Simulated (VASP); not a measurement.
Write the native input for VASP 6.6.1 that does the following.

| Item | Value |
| --- | --- |
| Task | electric field gradients |
| Functional | r2SCAN |
| Potentials or basis | VASP PAW PBE potentials, release 64 (Si) |
| Cutoff | 520 eV |
| k mesh | 10 × 10 × 10 |
| Occupations | fermi-dirac, width 0.02 eV |
| Spin | no spin polarisation |
| Dipole correction | no |
| Further INCAR settings | ALGO = Normal; EDIFF = 1e-08; NBANDS = 11 |

Si:

```
CELL_PARAMETERS angstrom
0.00000 2.70358 2.70358
2.70358 0.00000 2.70358
2.70358 2.70358 0.00000
ATOMIC_POSITIONS crystal
Si 0.75000 0.75000 0.75000
Si 0.50000 0.50000 0.50000
```

This cell differs from its parent crystal: volume scaled by 0.98.

One way to write it, as run:

POSCAR

```
Si
1.0
    0.0000000000      2.7035831784      2.7035831784
    2.7035831784      0.0000000000      2.7035831784
    2.7035831784      2.7035831784      0.0000000000
Si
2
Direct
    0.7500000000      0.7500000000      0.7500000000
    0.5000000000      0.5000000000      0.5000000000
```

INCAR.step1

```
SYSTEM = Si
  PREC = Accurate
  ENCUT = 520
  ISMEAR = -1
  SIGMA = 0.02
  LREAL = .FALSE.
  LASPH = .TRUE.
  NELM = 100
  NBANDS = 11
  GGA = PE
  ALGO = Normal
  EDIFF = 1E-4
  LWAVE = .TRUE.
  LCHARG = .FALSE.
```

INCAR.step2

```
SYSTEM = Si
  PREC = Accurate
  ENCUT = 520
  EDIFF = 1E-8
  ISMEAR = -1
  SIGMA = 0.02
  LREAL = .FALSE.
  LASPH = .TRUE.
  NELM = 100
  ALGO = Normal
  ISIF = 2
  LWAVE = .FALSE.
  LCHARG = .FALSE.
  METAGGA = R2SCAN
  LMIXTAU = .TRUE.
  LEFG = .TRUE.
  NBANDS = 11
  ISTART = 1
```

KPOINTS

```
Automatic mesh
0
G
  10 10 10
  0 0 0
```

Potentials or basis: VASP PAW PBE potentials, release 64 (Si).

The run is started by

```sh
$ cat potpaw_PBE.64/Si/POTCAR > POTCAR
$ cp INCAR.step1 INCAR
$ mpirun -np 1 vasp_std > vasp.out
$ cp INCAR.step2 INCAR
$ mpirun -np 1 vasp_std > vasp.out
```

Results of the run:

The pressure is 1.8 GPa and the band gap on the k mesh is 0.76 eV, indirect (least direct gap 2.76 eV).

Caveat: without QUAD_EFG the Cq values of the log hold for a quadrupole moment of 1 mb, not for the nuclei; the PAW data sets were made with another functional, which shifts forces and pressure a little.

Run time: 36 s on 1 thread of Intel(R) Xeon(R) 6975P-C (Granite Rapids) (shared host), peak memory 0.16 GiB.
